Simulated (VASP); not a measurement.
# CoSi (Pm-3m) in VASP: single point with PBE

Aim: the single point of CoSi with PBE.

Everything below comes from runs of VASP 6.6.1. Logs are shortened: lines on timing, memory, paths and dates and some standing lists are left out, and cuts for length are marked.

## (1) The cell of the first run

It takes space group Pm-3m (No. 221, cubic). The conventional cell has a = 2.781 Å, b = 2.781 Å, c = 2.781 Å, α = 90.00°, β = 90.00°, γ = 90.00°. Within 3.2 Å of Co (site symmetry m-3m) lie 8 Si at 2.41 Å and 6 Co at 2.78 Å. Within 3.2 Å of Si (site symmetry m-3m) lie 8 Co at 2.41 Å and 6 Si at 2.78 Å.

## (2) Single point, PBE, non-collinear spin, typed start

INCAR

```
  ALGO = Normal
  EDIFF = 1E-6
  ENCUT = 520
  GGA = PE
  ISIF = 2
  ISMEAR = -1
  KPAR = 4
  LASPH = True
  LCHARG = False
  LMAXMIX = 4
  LNONCOLLINEAR = True
  LORBIT = 11
  LREAL = False
  LWAVE = False
  MAGMOM = 0 0 0.6 0 0 0.6 0 0 0 0 0 0
  NBANDS = 40
  NELM = 150
  PREC = Accurate
  SIGMA = 0.03
```

KPOINTS

```
k-points
0
Gamma
  13 13 7
```

POSCAR

```
CoSi
1.0
    2.7813340000      0.0000000000      0.0000000000
    0.0000000000      2.7813340000      0.0000000000
    0.0000000000      0.0000000000      5.5626680000
Co Si
2 2
Direct
    0.0000000000      0.0000000000      0.0000000000
    0.0000000000      0.0000000000      0.5000000000
    0.5000000000      0.5000000000      0.2500000000
    0.5000000000      0.5000000000      0.7500000000
```

Potentials or basis: VASP PAW PBE potentials, release 64 (Co, Si).

Run with:

```bash
cat potpaw_PBE.64/Co/POTCAR potpaw_PBE.64/Si/POTCAR > POTCAR
mpirun -np 4 vasp_ncl > vasp.out
```

OUTCAR:

```text
EDIFF = 1E-6
   ENCUT = 520
   GGA = PE
   ISIF = 2
   ISMEAR = -1
   LASPH = True
   LNONCOLLINEAR = True
   LORBIT = 11
   LREAL = False
   NELM = 150
   PREC = Accurate

 ion  position               nearest neighbor table
   1  0.000  0.000  0.000-   3 2.41   4 2.41   3 2.41   4 2.41   3 2.41   4 2.41   3 2.41   4 2.41
                             2 2.78   2 2.78
   2  0.000  0.000  0.500-   3 2.41   4 2.41   3 2.41   4 2.41   3 2.41   4 2.41   3 2.41   4 2.41
                             1 2.78   1 2.78
   3  0.500  0.500  0.250-   1 2.41   2 2.41   1 2.41   2 2.41   1 2.41   2 2.41   1 2.41   2 2.41
                             4 2.78   4 2.78
   4  0.500  0.500  0.750-   1 2.41   2 2.41   1 2.41   2 2.41   1 2.41   2 2.41   1 2.41   2 2.41
                             3 2.78   3 2.78

  LATTYP: Found a simple tetragonal cell.
 ALAT       =     2.7813340000
 C/A-ratio  =     2.0000000000

  Lattice vectors:

 A1 = (   2.7813340000,   0.0000000000,   0.0000000000)
 A2 = (   0.0000000000,   2.7813340000,   0.0000000000)
 A3 = (   0.0000000000,   0.0000000000,   5.5626680000)

Analysis of symmetry for initial positions (statically):
=====================================================================
 Subroutine PRICEL returns following result:

  LATTYP: Found a simple cubic cell.
 ALAT       =     2.7813340000
[... 12 lines left out ...]
 Subroutine GETGRP returns: Found 16 space group operations
 (whereof 16 operations were pure point group operations)
 out of a pool of 16 trial point group operations.

The static configuration has the point symmetry D_4h.

Analysis of symmetry for dynamics (positions and initial velocities):
=====================================================================
 Subroutine PRICEL returns following result:

  LATTYP: Found a simple cubic cell.
 ALAT       =     2.7813340000
[... 12 lines left out ...]
 Subroutine GETGRP returns: Found 16 space group operations
 (whereof 16 operations were pure point group operations)
 out of a pool of 16 trial point group operations.

The dynamic configuration has the point symmetry D_4h.

Analysis of structural, dynamic, and magnetic symmetry:
=====================================================================
 Subroutine PRICEL returns following result:

  LATTYP: Found a simple cubic cell.
 ALAT       =     2.7813340000
[... 12 lines left out ...]
 Subroutine GETGRP returns: Found  8 space group operations
 (whereof  8 operations were pure point group operations)
 out of a pool of 16 trial point group operations.

The overall configuration has the point symmetry C_4h.

 Subroutine INISYM returns: Found  8 space group operations
 (whereof  8 operations are pure point group operations),
 and found     2 'primitive' translations

----------------------------------------------------------------------------------------

                                     Primitive cell

  volume of cell :      21.5159

  direct lattice vectors                    reciprocal lattice vectors
     2.781334000  0.000000000  0.000000000     0.359539703  0.000000000  0.000000000
     0.000000000  2.781334000  0.000000000     0.000000000  0.359539703  0.000000000
     0.000000000  0.000000000  2.781334000     0.000000000  0.000000000  0.359539703

  length of vectors
     2.781334000  2.781334000  2.781334000     0.359539703  0.359539703  0.359539703

  position of ions in fractional coordinates (direct lattice)
     0.000000000  0.000000000  0.000000000
     0.500000000  0.500000000  0.500000000

  ion indices of the primitive-cell ions
   primitive index   ion index
                 1           1
                 2           3

----------------------------------------------------------------------------------------

 KPOINTS: k-points

[... 46 lines left out ...]
 -0.307692  0.153846  0.000000      4.000000
  0.384615  0.153846  0.000000      4.000000
 [... further k-points ...]
   k-points           NKPTS =    172   k-points in BZ     NKDIM =    172   number of bands    NBANDS=     40
   number of dos      NEDOS =    301   number of ions     NIONS =      4
   total plane-waves  NPLWV =  24192
   dimension x,y,z NGX =    24 NGY =   24 NGZ =   42
   dimension x,y,z NGXF=    48 NGYF=   48 NGZF=   84
   ions per type =               2   2
   NGX,Y,Z   is equivalent  to a cutoff of  14.35, 14.35, 12.55 a.u.
   NGXF,Y,Z  is equivalent  to a cutoff of  28.69, 28.69, 25.10 a.u.
 SYSTEM =  unknown system
   PREC   = accura    normal or accurate (medium, high low for compatibility)
   ISTART =      0    job   : 0-new  1-cont  2-samecut
   ICHARG =      2    charge: 1-file 2-atom 10-const
   ISPIN  =      1    spin polarized calculation?
   LNONCOLLINEAR =      T non collinear calculations
   LSORBIT =      F    spin-orbit coupling
   LASPH  =      T    aspherical Exc in radial PAW
   ENCUT  =  520.0 eV  38.22 Ry    6.18 a.u.   5.17  5.17 10.34*2*pi/ulx,y,z
   NELM   =    150;   NELMIN=  2; NELMDL= -5     # of ELM steps
   EDIFF  = 0.1E-05   stopping-criterion for ELM
   LREAL  =      F    real-space projection
   EDIFFG = 0.1E-04   stopping-criterion for IOM
   NSW    =      0    number of steps for IOM
   IBRION =     -1    ionic relax: 0-MD 1-quasi-New 2-CG
   NFREE  =      0    steps in history (QN), initial steepest desc. (CG)
   ISIF   =      2    stress and relaxation
   ISYM   =      2    0-nonsym 1-usesym 2-fastsym
   POTIM  = 0.5000    time-step for ionic-motion
   TEBEG  =    0.0;   TEEND  =   0.0 temperature during run
   PSTRESS=    0.0 pullay stress
   NELECT =      26.0000    total number of electrons
   NUPDOWN=      -1.0000    fix difference up-down
   EMIN   =  10.00;   EMAX   =-10.00  energy-range for DOS
   EFERMI =   0.00;   METHOD = LEGACY
   ISMEAR =    -1;   SIGMA  =   0.03  broadening in eV -4-tet -1-fermi 0-gaus
   EFERMI_NEDOS =   21; number of points for ismear=-14 and -15
   IALGO  =     38    algorithm
   IMIX   =      4    mixing-type and parameters
     AMIX     =   0.40;   BMIX     =  1.00
     AMIX_MAG =   1.60;   BMIX_MAG =  1.00
  volume/ion in A,a.u.               =      10.76        72.60
  Fermi-wavevector in a.u.,A,eV,Ry     =   1.384000  2.615381 26.061367  1.915456
  Thomas-Fermi vector in A             =   2.508545
   LORBIT       =     11    0 simple, 1 ext, 2 COOP (PROOUT), +10 PAW based schemes
   GGA     = PE    functional components
   LHFCALC =     F    Hartree Fock is set to
   AEXX    =    0.0000 exact exchange contribution
   IVDW    =     0    specifies the selected vdW correction
   LEPSILON=     F    determine dielectric tensor
   LRPA    =     F    only Hartree local field effects (RPA)
  energy-cutoff  :      520.00
  volume of cell :       43.03
 maximum number of plane-waves:      2362
 NGX is ok and might be reduce to    24
   NGX = 11   NGY = 11   NGZ = 21

 number of electron      25.9999996 magnetization      -0.0000000     -0.0000000      1.4162021

 number of electron      25.9999995 magnetization       0.0000000      0.0000000      1.1485254

 number of electron      25.9999995 magnetization       0.0000000     -0.0000000      1.1485551

 Free energy of the ion-electron system (eV)
  ---------------------------------------------------
  ext. energy  EPLUGINS =         0.00000000
  ---------------------------------------------------
  free energy    TOTEN  =       -26.56773591 eV

  energy without entropy =      -26.55421540  energy(sigma->0) =      -26.56097566

 E-fermi :  12.8863     XC(G=0): -12.9428

 val. band max:       12.8837616310   @ k =   0.1538   0.1538   0.4286
 cond. band min:      12.8868038223   @ k =   0.3846   0.3077   0.0000
 fundamental gap:      0.0030421913
 Fermi energy:        12.8863180154

 k-point     1 :       0.0000    0.0000    0.0000
  band No.  band energies     occupation
      1      -1.4133      1.00000
      2      -1.3967      1.00000
      3       2.4623      1.00000
      4       2.4741      1.00000
      5       4.0013      1.00000
      6       4.0677      1.00000
[... 973 lines left out ...]
     37      19.8050      0.00000
     38      19.8850      0.00000

 [... further k-points ...]

 [bands above 38 left out]

------------------------ aborting loop because EDIFF is reached ----------------------------------------

  FORCE on cell =-STRESS in cart. coord.  units (eV):
  Direction    XX          YY          ZZ          XY          YZ          ZX
  --------------------------------------------------------------------------------------
  -------------------------------------------------------------------------------------
  Total        0.1760343      0.1760343      0.1383667     -0.0000000      0.0000000      0.0000000
  in kB        6.5541827      6.5541827      5.1517246     -0.0000010      0.0000000      0.0000000
  external PRESSURE =       6.0866967 kB  Pullay stress =       0.0000000 kB

 VOLUME and BASIS-vectors are now :
 -----------------------------------------------------------------------------
  energy-cutoff  :      520.00
  volume of cell :       43.03
      direct lattice vectors                 reciprocal lattice vectors
     2.781334000  0.000000000  0.000000000     0.359539703  0.000000000  0.000000000
     0.000000000  2.781334000  0.000000000     0.000000000  0.359539703  0.000000000
     0.000000000  0.000000000  5.562668000     0.000000000  0.000000000  0.179769851

 POSITION                                       TOTAL-FORCE (eV/Angst)
 -----------------------------------------------------------------------------------
      0.00000      0.00000      0.00000        -0.000000      0.000000      0.000000
      0.00000      0.00000      2.78133        -0.000000      0.000000      0.000000
      1.39067      1.39067      1.39067         0.000000     -0.000000     -0.000000
      1.39067      1.39067      4.17200         0.000000     -0.000000     -0.000000
 -----------------------------------------------------------------------------------
    total drift:                                0.000000      0.000000      0.000000

  FREE ENERGIE OF THE ION-ELECTRON SYSTEM (eV)
  ---------------------------------------------------
  free  energy   TOTEN  =       -26.5677359140 eV

  energy  without entropy=      -26.5542154046  energy(sigma->0) =      -26.56097566

 total charge

# of ion       s       p       d       tot
------------------------------------------
    1        0.438   0.591   7.575   8.605
    2        0.438   0.591   7.575   8.605
    3        0.711   0.863   0.000   1.575
    4        0.711   0.863   0.000   1.575
--------------------------------------------------
tot          2.300   2.909  15.151  20.360

 magnetization (x)

# of ion       s       p       d       tot
------------------------------------------
    1        0.000   0.000  -0.000  -0.000
    2        0.000   0.000  -0.000  -0.000
    3       -0.000  -0.000   0.000  -0.000
    4       -0.000  -0.000   0.000  -0.000
--------------------------------------------------
tot         -0.000  -0.000  -0.000  -0.000

 magnetization (y)

# of ion       s       p       d       tot
------------------------------------------
    1       -0.000  -0.000  -0.000  -0.000
    2        0.000  -0.000  -0.000  -0.000
    3       -0.000   0.000   0.000   0.000
    4       -0.000   0.000   0.000   0.000
--------------------------------------------------
tot         -0.000   0.000  -0.000  -0.000

 magnetization (z)

# of ion       s       p       d       tot
------------------------------------------
    1        0.008   0.001   0.566   0.575
    2        0.008   0.001   0.566   0.575
    3        0.002   0.012   0.000   0.014
    4        0.002   0.012   0.000   0.014
--------------------------------------------------
tot          0.020   0.025   1.132   1.178
```

Run time: 7.4 min. Hardware: 4 MPI ranks of Intel Xeon Platinum 8375C at 2.90GHz (Ice Lake), shared host; peak memory 0.56 GiB.

Results:

```
Free energy                                           : -26.5677 eV
Pressure                                              : 0.6 GPa
Band gap on the k mesh                                : zero (band 26 reaches 14.04 eV, above the bottom of band 27 at 12.68 eV)
Net moment                                            : 1.15 μB per cell
Valence electrons inside the program's atomic spheres : Co 8.61; Si 1.57
```

Stress tensor (GPa, compression positive):
```
0.66 0.00 0.00
0.00 0.66 0.00
0.00 0.00 0.52
```

Moments on the atoms (μB; x, y, z):
```
Co  0.00 0.00 0.57
Co  0.00 0.00 0.57
Si  0.00 0.00 0.01
Si  0.00 0.00 0.01
```
